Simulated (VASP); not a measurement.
# Ag: single point with PBE

Ag:

```
CELL_PARAMETERS angstrom
2.98087 0.00000 0.00000
-1.49043 2.58151 0.00000
0.00000 0.00000 9.27661
ATOMIC_POSITIONS crystal
Ag 0.33333 0.66667 0.25000
Ag 0.66667 0.33333 0.75000
Ag 0.00000 0.00000 0.00000
Ag 0.00000 0.00000 0.50000
```

This cell differs from its parent crystal: strain +0.015 along x and y, -0.030 along z.

| Quantity | Value |
| --- | --- |
| Program | VASP 6.6.1 |
| Task | single point |
| Functional | PBE |
| Potentials or basis | VASP PAW PBE potentials, release 64 (Ag) |
| Cutoff | 520 eV |
| k mesh | 18 × 18 × 6 |
| Occupations | gaussian, width 0.15 eV |
| Spin | no spin polarisation |

```yaml
Pressure: 0.2 GPa
Band_gap_on_the_k_mesh: zero (bands 22 and 23 overlap by 6.04 eV)
```

Stress tensor (GPa, compression positive):
```
-1.14  0.00  0.00
 0.00 -1.14  0.00
 0.00  0.00  3.00
```

Levels at points of the mesh, in eV from the Fermi level:
```
           k point  band 20  band 21  band 22  band 23  band 24  band 25
(0.00, 0.00, 0.00)    -3.37    -3.37    -2.97    -2.97     0.08     3.99
(0.50, 0.00, 0.00)    -2.80    -0.23     0.76     0.79     1.35     3.93
(0.00, 0.00, 0.50)    -3.15    -3.15    -3.15    -2.11    -2.11     7.01
(0.50, 0.00, 0.50)    -2.91     0.15     0.15     1.21     1.21     4.54
```

Run time: 5.6 min on 1 thread of Intel Xeon 8259CL, with other jobs on the host, peak memory 0.36 GiB.

Caveat: the cell differs from its parent crystal (strain +0.015 along x and y, -0.030 along z).
